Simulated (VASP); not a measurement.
Write the native input for VASP 6.6.1 that does the following.

```
Task                   : single point
Functional             : PBE
Potentials or basis    : VASP PAW PBE potentials, release 64 (Au)
Cutoff                 : 520 eV
k mesh                 : 15 × 15 × 8
Occupations            : fermi-dirac, width 0.08 eV
Spin                   : no spin polarisation
Dipole correction      : no
Further INCAR settings : ALGO = Normal; EDIFF = 1e-06; NBANDS = 18
```

The structure of Au lies in POSCAR:

```
Au
1.0
    2.8670389419      0.0000000000      0.0000000000
   -1.4335194709      2.4829285573      0.0000000000
    0.0000000000      0.0000000000      4.8029116144
Au
2
Direct
    0.3333333333      0.6666666667      0.2500000000
    0.6666666667      0.3333333333      0.7500000000
```

This cell differs from its parent crystal: volume scaled by 0.95.

One way to write it, as run:

INCAR

```
  ALGO = Normal
  EDIFF = 1E-6
  ENCUT = 520
  GGA = PE
  ISIF = 2
  ISMEAR = -1
  LASPH = T
  LCHARG = T
  LELF = T
  LREAL = F
  LVHAR = T
  LWAVE = F
  NBANDS = 18
  NELM = 100
  PREC = Accurate
  SIGMA = 0.08
```

KPOINTS

```
k-points
0
Gamma
  15 15 8
```

Potentials or basis: VASP PAW PBE potentials, release 64 (Au).

The run is started by

```bash
$ cat potpaw_PBE.64/Au/POTCAR > POTCAR
$ mpirun -np 1 vasp_std > vasp.out
```

Results of the run:

| Property | Result |
| --- | --- |
| Pressure | 8.0 GPa |
| Band gap on the k mesh | zero (band 11 reaches 13.71 eV, above the bottom of band 12 at 6.76 eV) |

Caveat: spin-orbit coupling is left out, which moves the levels of the heavy elements.

It took 25 s on 1 thread of Intel(R) Xeon(R) Platinum 8488C (Sapphire Rapids) (shared host), peak memory 0.2 GiB.
